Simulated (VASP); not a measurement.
Runs of VASP 6.6.1 on Hf3Si2F. The structure is that of space group P-6m2 (No. 187), or close to it. The cells are those of the table. 

```tsv
task	cell	k mesh	cutoff (eV)	gap on the mesh (eV)	pressure (GPa)	relaxed volume (Å³/atom)	largest force (eV/Å)
relaxation of cell and atoms	relaxed from a = 4.061, b = 4.061, c = 8.197 Å, angles 90.0, 90.0, 120.0°, 6 atoms	6 × 6 × 2	600	none	0.2	17.15	0.04
single point	a = 4.551, b = 4.551, c = 5.779 Å, angles 90.0, 90.0, 120.0°, 6 atoms	6 × 6 × 4	520	none	(a)	-	0.02
single point	a = 4.503, b = 4.503, c = 5.896 Å, angles 90.0, 90.0, 120.0°, 6 atoms	6 × 6 × 2	520	none	-0.5	-	0.02
relaxation of cell and atoms	relaxed from a = 4.503, b = 4.503, c = 5.896 Å, angles 90.0, 90.0, 120.0°, 6 atoms	6 × 6 × 4	600	none	0.0	17.18	0.01
single point	a = 4.061, b = 4.061, c = 8.197 Å, angles 90.0, 90.0, 120.0°, 6 atoms	6 × 6 × 2	520	none	-0.3	-	(b)
single point	a = 4.541, b = 4.541, c = 5.790 Å, angles 90.0, 90.0, 120.0°, 6 atoms	12 × 12 × 8	520	none	-0.5	-	0.02
```

Alike in all rows: level PBE; potentials or basis VASP PAW PBE potentials, release 64 (Hf_pv, Si, F); no spin polarisation; smearing gaussian 0.1 eV.

Q: Fill in the values left out.

A: (a) -0.6; (b) 1.72.

Caveats: some runs use coarse meshes; spin-orbit coupling is left out, which moves the levels of the heavy elements; an odd number of electrons without spin polarisation forces a metal; a magnetic or distorted state may lie lower.

A k mesh can miss the band edges, and the runs leave out spin-orbit coupling on Hf.

A gap of «none» marks levels without a gap at the run's occupations.
